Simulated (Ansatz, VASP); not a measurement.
Two plane-wave programs on Hg

```
Hg
1.0
     1.74632    1.00824    2.14788
    -1.74632    1.00824    2.14788
     0.00000   -2.01648    2.14788
Hg
1
Direct
  0.00000 0.00000 0.00000
```

Alike in both runs: task single point; functional LDA; k mesh 11 × 11 × 11; occupations fermi-dirac, width 0.6 eV; no spin polarisation.

|  | VASP | Ansatz |
| --- | --- | --- |
| version | VASP 6.6.1 | Ansatz 0.2.0 |
| potentials or method | VASP PAW LDA potentials, release 64 (Hg), cutoff 520 eV | plane waves (420 eV) with PAW, scalar-relativistic |
| valence electrons in the cell | 12 | 20 |

```csv
,VASP,Ansatz,Ansatz less VASP
pressure (GPa),1.1,0.3,-0.77
"traceless stress, the component that is largest in VASP (GPa)",0.04,-0.29,-0.333
```

Ansatz warns that its potentials were made for another functional, while VASP's fit it. LDA's correlation is that of Perdew and Zunger in VASP and of Perdew and Wang (1992) in Ansatz. VASP's potentials hold 12 valence electrons a cell and Ansatz's 20, so a difference there can come from the potentials and not from the codes.

Neither program's run includes spin-orbit coupling.
